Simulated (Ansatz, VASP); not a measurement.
**One calculation of TiCo3, two programs**

Contents of INCAR:

```
ALGO = Normal
EDIFF = 1E-7
ENCUT = 520
GGA = PS
ISIF = 2
ISMEAR = 1
ISPIN = 2
LASPH = T
LCHARG = F
LMAXMIX = 4
LORBIT = 11
LREAL = F
LWAVE = F
MAGMOM = -0.42 1.21 1.21 1.21
NBANDS = 32
NELM = 150
PREC = Accurate
SIGMA = 0.01
```

Contents of KPOINTS:

```
k-points
0
Gamma
  12 12 12
```

Contents of POSCAR:

```
TiCo3
1.0
    3.6140000000      0.0000000000      0.0000000000
    0.0000000000      3.6140000000      0.0000000000
    0.0000000000      0.0000000000      3.6140000000
Ti Co
1 3
Direct
    0.0000000000      0.0000000000      0.0000000000
    0.0000000000      0.5000000000      0.5000000000
    0.5000000000      0.0000000000      0.5000000000
    0.5000000000      0.5000000000      0.0000000000
```

Input for Ansatz:

```yaml
crystal:
  lattice:
    - [3.614, 0.0, 0.0]
    - [0.0, 3.614, 0.0]
    - [0.0, 0.0, 3.614]
  atoms:
    - { symbol: Ti, position: [0.0, 0.0, 0.0], spin: -0.42 }
    - { symbol: Co, position: [0.0, 0.5, 0.5], spin: 1.21 }
    - { symbol: Co, position: [0.5, 0.0, 0.5], spin: 1.21 }
    - { symbol: Co, position: [0.5, 0.5, 0.0], spin: 1.21 }
basis:
  ecutwfc: 420
kpoints:
  mp_grid: { grid: [12, 12, 12] }
hamiltonian:
  xc: pbesol
scf:
  occupations: { method: cold, width: 0.01 }
output:
  forces: true
  stress: true
  eigenvalues: true
  populations: true
magnetization:
  spin_polarized: true
```

Alike in both runs: task single point; functional PBEsol; k mesh 12 × 12 × 12; collinear spin.

|  | VASP | Ansatz |
| --- | --- | --- |
| version | VASP 6.6.1 | Ansatz 0.2.0 |
| potentials or method | VASP PAW PBE potentials, release 64 (Ti_sv, Co), cutoff 520 eV | scalar-relativistic, plane waves, PAW |
| occupations | methfessel-paxton of order 1, width 0.01 eV | cold, width 0.01 eV |
| valence electrons in the cell | 39 | 63 |

```csv
,VASP,Ansatz,Ansatz less VASP
gap on the k mesh at the Fermi level (eV),none,none,-
pressure (GPa),-14.9,-10.3,+4.62
net moment per atom (μB),0.04,0.67,+0.627
size of the moment on the site where the two differ most (μB),0.08,1.10,+1.021
```

The net moments are unlike, so the other rows may belong to different states. VASP's potentials were made for PBE, not for PBEsol. Site moments also hang on the region over which each program counts them. A gap of «none» marks a metal or a gap that the smearing closes. VASP's potentials hold 39 valence electrons a cell and Ansatz's 63, so a difference there can come from the potentials and not from the codes. Ansatz's warnings: stability check not made.
